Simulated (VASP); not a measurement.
# ScMo3 (Pm-3m) in VASP: notebook

Runs on ScMo3. Level: PBE. Tasks: single point, relaxation of cell and atoms.

Program: VASP 6.6.1. These are calculated values, not measurements. Logs are shortened: lines on timing, memory, paths and dates and some standing lists are left out, and cuts for length are marked.

## (1) The cell of the first run

The structure is cubic, space group Pm-3m (No. 221). Conventional cell: a = 4.095 Å, b = 4.095 Å, c = 4.095 Å, α = 90.00°, β = 90.00°, γ = 90.00°. Within 3.8 Å of Sc (site symmetry m-3m) lie 12 Mo at 2.90 Å. Mo (site symmetry 4/mmm) has 4 Sc at 2.90 Å and 8 Mo at 2.90 Å within 3.8 Å.

## (2) Single point, PBE

The input, INCAR:

```
SYSTEM = ScMo3
PREC = Accurate ; ENCUT = 520
EDIFF = 1E-6 ; ISMEAR = 0
SIGMA = 0.1 ; LREAL = .FALSE.
LASPH = .TRUE. ; NELM = 80
ALGO = Fast ; ISIF = 2
LWAVE = .FALSE. ; LCHARG = .FALSE.
GGA = PE ; NBANDS = 34
```

The input, KPOINTS:

```
Automatic mesh
0
G
  12 12 12
  0 0 0
```

The input, POSCAR:

```
ScMo3
1.0
    4.0949257258      0.0000000000      0.0000000000
    0.0000000000      4.0949257258      0.0000000000
    0.0000000000      0.0000000000      4.0949257258
Sc Mo
1 3
Direct
    0.0000000000      0.0000000000      0.0000000000
    0.0000000000      0.5000000000      0.5000000000
    0.5000000000      0.0000000000      0.5000000000
    0.5000000000      0.5000000000      0.0000000000
```

Potentials or basis: VASP PAW PBE potentials, release 64 (Sc_sv, Mo_sv).

The run is started by

```sh
$ cat potpaw_PBE.64/Sc_sv/POTCAR potpaw_PBE.64/Mo_sv/POTCAR > POTCAR
$ mpirun -np 1 vasp_std > vasp.out
```

OUTCAR:

```text
SYSTEM = ScMo3
   PREC = Accurate
   ENCUT = 520
   EDIFF = 1E-6
   ISMEAR = 0
   LREAL = .FALSE.
   LASPH = .TRUE.
   NELM = 80
   ISIF = 2
   GGA = PE

 ion  position               nearest neighbor table
   1  0.000  0.000  0.000-   2 2.90   3 2.90   4 2.90   2 2.90   3 2.90   2 2.90   4 2.90   2 2.90
                             3 2.90   4 2.90   3 2.90   4 2.90
   2  0.000  0.500  0.500-   1 2.90   3 2.90   4 2.90   1 2.90   4 2.90   1 2.90   3 2.90   1 2.90
                             3 2.90   4 2.90   4 2.90   3 2.90
   3  0.500  0.000  0.500-   1 2.90   2 2.90   4 2.90   1 2.90   4 2.90   2 2.90   4 2.90   4 2.90
                             1 2.90   2 2.90   1 2.90   2 2.90
   4  0.500  0.500  0.000-   1 2.90   2 2.90   3 2.90   2 2.90   3 2.90   1 2.90   3 2.90   3 2.90
                             1 2.90   2 2.90   2 2.90   1 2.90

  LATTYP: Found a simple cubic cell.
 ALAT       =     4.0949257258

  Lattice vectors:

 A1 = (   4.0949257258,   0.0000000000,   0.0000000000)
 A2 = (   0.0000000000,   4.0949257258,   0.0000000000)
 A3 = (   0.0000000000,   0.0000000000,   4.0949257258)

Analysis of symmetry for initial positions (statically):
=====================================================================
 Subroutine PRICEL returns:
 Original cell was already a primitive cell.

 Routine SETGRP: Setting up the symmetry group for a
 simple cubic supercell.

 Subroutine GETGRP returns: Found 48 space group operations
 (whereof 48 operations were pure point group operations)
 out of a pool of 48 trial point group operations.

The static configuration has the point symmetry O_h .

Analysis of symmetry for dynamics (positions and initial velocities):
=====================================================================
 Subroutine PRICEL returns:
 Original cell was already a primitive cell.

 Routine SETGRP: Setting up the symmetry group for a
 simple cubic supercell.

 Subroutine GETGRP returns: Found 48 space group operations
 (whereof 48 operations were pure point group operations)
 out of a pool of 48 trial point group operations.

The dynamic configuration has the point symmetry O_h .

 Subroutine INISYM returns: Found 48 space group operations
 (whereof 48 operations are pure point group operations),
 and found     1 'primitive' translations

----------------------------------------------------------------------------------------

                                     Primitive cell

  volume of cell :      68.6654

  direct lattice vectors                    reciprocal lattice vectors
     4.094925726  0.000000000  0.000000000     0.244204674  0.000000000  0.000000000
     0.000000000  4.094925726  0.000000000     0.000000000  0.244204674  0.000000000
     0.000000000  0.000000000  4.094925726     0.000000000  0.000000000  0.244204674

  length of vectors
     4.094925726  4.094925726  4.094925726     0.244204674  0.244204674  0.244204674

  position of ions in fractional coordinates (direct lattice)
     0.000000000  0.000000000  0.000000000
     0.000000000  0.500000000  0.500000000
     0.500000000  0.000000000  0.500000000
     0.500000000  0.500000000  0.000000000

  ion indices of the primitive-cell ions
   primitive index   ion index
                 1           1
                 2           2
                 3           3
                 4           4

----------------------------------------------------------------------------------------

 KPOINTS: Automatic mesh

Automatic generation of k-mesh.
 Grid dimensions read from file:
 generate k-points for:   12   12   12

 Generating k-lattice:

  Cartesian coordinates                     Fractional coordinates (reciprocal lattice)
     0.020350389  0.000000000  0.000000000     0.083333333  0.000000000  0.000000000
     0.000000000  0.020350389  0.000000000     0.000000000  0.083333333  0.000000000
     0.000000000  0.000000000  0.020350389     0.000000000  0.000000000  0.083333333

  Length of vectors
     0.020350389  0.020350389  0.020350389

  Shift w.r.t. Gamma in fractional coordinates (k-lattice)
     0.000000000  0.000000000  0.000000000

 Subroutine IBZKPT returns following result:
 ===========================================

 Found     84 irreducible k-points:

 Following reciprocal coordinates:
            Coordinates               Weight
  0.000000  0.000000  0.000000      1.000000
  0.083333  0.000000  0.000000      6.000000
  0.166667  0.000000  0.000000      6.000000
  0.250000  0.000000  0.000000      6.000000
  0.333333  0.000000  0.000000      6.000000
  0.416667  0.000000  0.000000      6.000000
[... 16 lines left out ...]
  0.333333  0.333333  0.000000     12.000000
  0.416667  0.333333  0.000000     24.000000
 [... further k-points ...]
   k-points           NKPTS =     84   k-points in BZ     NKDIM =     84   number of bands    NBANDS=     34
   number of dos      NEDOS =    301   number of ions     NIONS =      4
   total plane-waves  NPLWV =  27000
   dimension x,y,z NGX =    30 NGY =   30 NGZ =   30
   dimension x,y,z NGXF=    60 NGYF=   60 NGZF=   60
   ions per type =               1   3
   NGX,Y,Z   is equivalent  to a cutoff of  12.18, 12.18, 12.18 a.u.
   NGXF,Y,Z  is equivalent  to a cutoff of  24.36, 24.36, 24.36 a.u.
 SYSTEM =  ScMo3
   PREC   = accura    normal or accurate (medium, high low for compatibility)
   ISTART =      0    job   : 0-new  1-cont  2-samecut
   ICHARG =      2    charge: 1-file 2-atom 10-const
   ISPIN  =      1    spin polarized calculation?
   LNONCOLLINEAR =      F non collinear calculations
   LSORBIT =      F    spin-orbit coupling
   LASPH  =      T    aspherical Exc in radial PAW
   ENCUT  =  520.0 eV  38.22 Ry    6.18 a.u.   7.61  7.61  7.61*2*pi/ulx,y,z
   NELM   =     80;   NELMIN=  2; NELMDL= -5     # of ELM steps
   EDIFF  = 0.1E-05   stopping-criterion for ELM
   LREAL  =      F    real-space projection
   EDIFFG = 0.1E-04   stopping-criterion for IOM
   NSW    =      0    number of steps for IOM
   IBRION =     -1    ionic relax: 0-MD 1-quasi-New 2-CG
   NFREE  =      0    steps in history (QN), initial steepest desc. (CG)
   ISIF   =      2    stress and relaxation
   ISYM   =      2    0-nonsym 1-usesym 2-fastsym
   POTIM  = 0.5000    time-step for ionic-motion
   TEBEG  =    0.0;   TEEND  =   0.0 temperature during run
   PSTRESS=    0.0 pullay stress
   NELECT =      53.0000    total number of electrons
   NUPDOWN=      -1.0000    fix difference up-down
   EMIN   =  10.00;   EMAX   =-10.00  energy-range for DOS
   EFERMI =   0.00;   METHOD = LEGACY
   ISMEAR =     0;   SIGMA  =   0.10  broadening in eV -4-tet -1-fermi 0-gaus
   EFERMI_NEDOS =   21; number of points for ismear=-14 and -15
   IALGO  =     68    algorithm
   IMIX   =      4    mixing-type and parameters
     AMIX     =   0.40;   BMIX     =  1.00
     AMIX_MAG =   1.60;   BMIX_MAG =  1.00
  volume/ion in A,a.u.               =      17.17       115.84
  Fermi-wavevector in a.u.,A,eV,Ry     =   1.501715  2.837829 30.683137  2.255147
  Thomas-Fermi vector in A             =   2.613049
   LORBIT       =      0    0 simple, 1 ext, 2 COOP (PROOUT), +10 PAW based schemes
   GGA     = PE    functional components
   LHFCALC =     F    Hartree Fock is set to
   AEXX    =    0.0000 exact exchange contribution
   IVDW    =     0    specifies the selected vdW correction
   LEPSILON=     F    determine dielectric tensor
   LRPA    =     F    only Hartree local field effects (RPA)
 non-spin polarized calculation
 RMM-DIIS sequential band-by-band and
 Gauss-broadening in eV      SIGMA  =   0.10
  energy-cutoff  :      520.00
  volume of cell :       68.67
 maximum number of plane-waves:      1868
   NGX = 15   NGY = 15   NGZ = 15

 number of electron      52.9999987 magnetization

 Free energy of the ion-electron system (eV)
  ---------------------------------------------------
  ext. energy  EPLUGINS =         0.00000000
  ---------------------------------------------------
  free energy    TOTEN  =       -37.10526064 eV

  energy without entropy =      -37.06834282  energy(sigma->0) =      -37.08680173

 E-fermi :   9.6752     XC(G=0): -12.4963

 val. band max:        9.6680587331   @ k =   0.4167   0.2500   0.2500
 cond. band min:       9.6758868288   @ k =   0.2500   0.1667   0.1667
 fundamental gap:      0.0078280957
 Fermi energy:         9.6751557505

 k-point     1 :       0.0000    0.0000    0.0000
  band No.  band energies     occupation
      1     -51.0795      2.00000
      2     -50.9094      2.00000
      3     -50.9094      2.00000
      4     -38.8108      2.00000
      5     -25.4416      2.00000
      6     -25.4416      2.00000
[... 26 lines left out ...]
     33      13.7698      0.00000
     34      14.3126      0.00000

 k-point     2 :       0.0833    0.0000    0.0000
  band No.  band energies     occupation
      1     -51.0769      2.00000
      2     -50.9119      2.00000
      3     -50.9094      2.00000
      4     -38.8109      2.00000
      5     -25.4346      2.00000
      6     -25.4346      2.00000
[... 26 lines left out ...]
     33      13.8297      0.00000
     34      14.0964      0.00000

 k-point     3 :       0.1667    0.0000    0.0000
  band No.  band energies     occupation
      1     -51.0694      2.00000
      2     -50.9194      2.00000
      3     -50.9093      2.00000
      4     -38.8112      2.00000
      5     -25.4144      2.00000
      6     -25.4144      2.00000
[... 26 lines left out ...]
     33      13.8318      0.00000
     34      14.0056      0.00000
[... 704 lines left out ...]
 k-point    23 :       0.3333    0.3333    0.0000
  band No.  band energies     occupation
      1     -51.0136      2.00000
      2     -50.9515      2.00000
      3     -50.9320      2.00000
      4     -38.8120      2.00000
      5     -25.3906      2.00000
      6     -25.2552      2.00000
[... 26 lines left out ...]
     33      12.0509      0.00000
     34      13.0875      0.00000

 k-point    24 :       0.4167    0.3333    0.0000
  band No.  band energies     occupation
      1     -51.0010      2.00000
      2     -50.9598      2.00000
      3     -50.9361      2.00000
      4     -38.8121      2.00000
      5     -25.3750      2.00000
      6     -25.3044      2.00000
[... 26 lines left out ...]
     33      11.7337      0.00000
     34      12.9331      0.00000

 [... further k-points ...]

------------------------ aborting loop because EDIFF is reached ----------------------------------------

  FORCE on cell =-STRESS in cart. coord.  units (eV):
  Direction    XX          YY          ZZ          XY          YZ          ZX
  --------------------------------------------------------------------------------------
  -------------------------------------------------------------------------------------
  Total        0.1381790      0.1381790      0.1381790      0.0000000      0.0000000      0.0000000
  in kB        3.2241460      3.2241460      3.2241460      0.0000000      0.0000000      0.0000000
  external PRESSURE =       3.2241460 kB  Pullay stress =       0.0000000 kB

 VOLUME and BASIS-vectors are now :
 -----------------------------------------------------------------------------
  energy-cutoff  :      520.00
  volume of cell :       68.67
      direct lattice vectors                 reciprocal lattice vectors
     4.094925726  0.000000000  0.000000000     0.244204674  0.000000000  0.000000000
     0.000000000  4.094925726  0.000000000     0.000000000  0.244204674  0.000000000
     0.000000000  0.000000000  4.094925726     0.000000000  0.000000000  0.244204674

 POSITION                                       TOTAL-FORCE (eV/Angst)
 -----------------------------------------------------------------------------------
      0.00000      0.00000      0.00000         0.000000      0.000000      0.000000
      0.00000      2.04746      2.04746         0.000000      0.000000      0.000000
      2.04746      0.00000      2.04746         0.000000      0.000000      0.000000
      2.04746      2.04746      0.00000         0.000000      0.000000      0.000000
 -----------------------------------------------------------------------------------
    total drift:                                0.000000      0.000000     -0.000000

  FREE ENERGIE OF THE ION-ELECTRON SYSTEM (eV)
  ---------------------------------------------------
  free  energy   TOTEN  =       -37.1052606357 eV

  energy  without entropy=      -37.0683428188  energy(sigma->0) =      -37.08680173
```

Wall time 7.3 min (1 thread of Intel Xeon 8259CL, shared host); peak memory 0.28 GiB.

What came out:

```
Free energy            : -37.1053 eV
Pressure               : 0.3 GPa
Band gap on the k mesh : zero (an odd number of electrons rules out a gap without spin polarisation)
```

## (3) Relaxation of cell and atoms, PBE

This run uses another cell than the first one, of 17.11 Å³/atom.

The input, INCAR:

```
SYSTEM = ScMo3
  PREC = Accurate
  ENCUT = 600
  EDIFF = 1E-6
  ISMEAR = 0
  SIGMA = 0.1
  LREAL = .False.
  LASPH = .True.
  NELM = 60
  ALGO = Fast
  ISIF = 3
  LWAVE = .False.
  LCHARG = .False.
  GGA = PE
  IBRION = 2
  NSW = 100
  EDIFFG = -0.01
```

The input, KPOINTS:

```
Automatic mesh
0
Gamma
  12 12 12
  0 0 0
```

The input, POSCAR:

```
ScMo3
1.0
    4.0906295203      0.0000000000      0.0000000000
    0.0000000000      4.0906295203      0.0000000000
    0.0000000000      0.0000000000      4.0906295203
Sc Mo
1 3
Direct
    0.0000000000      0.0000000000      0.0000000000
    0.0000000000      0.5000000000      0.5000000000
    0.5000000000      0.0000000000      0.5000000000
    0.5000000000      0.5000000000      0.0000000000
```

Potentials or basis: VASP PAW PBE potentials, release 64 (Sc_sv, Mo_sv).

The run is started by

```sh
$ cat potpaw_PBE.64/Sc_sv/POTCAR potpaw_PBE.64/Mo_sv/POTCAR > POTCAR
$ mpirun -np 1 vasp_std > vasp.out
```

It took 32 min on 1 thread of Intel Xeon 8259CL, shared host; peak memory 0.36 GiB.

Results (log left out):

```yaml
Free_energy: -37.1052 eV
Relaxed_volume: 17.20 Å³/atom
Relaxed_cell: a = 4.097 Å, b = 4.097 Å, c = 4.097 Å, α = 90.00°, β = 90.00°, γ = 90.00°
Space_group_after_relaxing_to_0.1_Å: Pm-3m (No. 221)
Energy_gained_by_relaxing: 0.2 meV/atom
Ionic_steps: 3
Pressure_after_relaxing: 0.0 GPa
Band_gap_on_the_k_mesh: zero (an odd number of electrons rules out a gap without spin polarisation)
```

The path:
```
step  energy change (eV)  largest force (eV/Å)  pressure (GPa)  volume (Å³)
   1              0.0000                0.0000            0.85        68.45
   2              0.0016                0.0000           -1.42        69.35
   3             -0.0009                0.0000            0.00        68.79
```

Final structure:
```xyz
4
Lattice="4.0973 0.0000 0.0000 0.0000 4.0973 0.0000 0.0000 0.0000 4.0973" Properties=species:S:1:pos:R:3 pbc="T T T"
Sc    0.0000    0.0000    0.0000
Mo    0.0000    2.0487    2.0487
Mo    2.0487    0.0000    2.0487
Mo    2.0487    2.0487    0.0000
```

Levels at points of the mesh, in eV from the Fermi level:
```csv
k point,band 25,band 26,band 27,band 28,band 29,band 30
"(0.00, 0.00, 0.00)",-0.11,-0.11,2.12,2.12,3.47,3.60
"(0.50, 0.00, 0.00)",-1.11,-1.11,-0.02,0.39,1.03,1.03
"(0.50, 0.50, 0.00)",-1.11,-1.11,-0.92,-0.02,0.42,0.47
"(0.50, 0.50, 0.50)",-0.23,-0.23,0.38,0.38,1.22,1.30
```
